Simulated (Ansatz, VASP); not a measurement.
TaAl2: VASP beside Ansatz

```xyz
3
Lattice="0.0000 3.1347 3.1347 3.1347 0.0000 3.1347 3.1347 3.1347 0.0000" Properties=species:S:1:pos:R:3 pbc="T T T"
Ta    0.0000    0.0000    0.0000
Al    4.7021    4.7021    4.7021
Al    1.5674    1.5674    1.5674
```

Change from the starting cell: species swapped into the Mg2Ge type (Fm-3m, No. 225).

Alike in both runs: functional PBE; k mesh 12 × 12 × 12; occupations gaussian, width 0.1 eV; no spin polarisation.

Ansatz relaxed the structure, and its values are those at the end. VASP's run is a single point on that final structure, the one shown.

|  | VASP | Ansatz |
| --- | --- | --- |
| version | VASP 6.6.1 | Ansatz 0.2.0 |
| potentials or method | VASP PAW PBE potentials, release 64 (Ta_pv, Al), cutoff 520 eV | scalar-relativistic, plane waves, PAW |
| valence electrons in the cell | 17 | 19 |

|  | VASP | Ansatz | Ansatz less VASP |
| --- | --- | --- | --- |
| gap on the k mesh at the Fermi level (eV) | none | none | - |
| pressure (GPa) | 0.0 | 0.0 | +0.01 |

A gap of «none» marks a metal or a gap that the smearing closes. With one functional, cell and mesh, what is left measures potentials, basis and numerics. VASP's potentials hold 17 valence electrons a cell and Ansatz's 19, so a difference there can come from the potentials and not from the codes.

Spin-orbit coupling is off throughout.
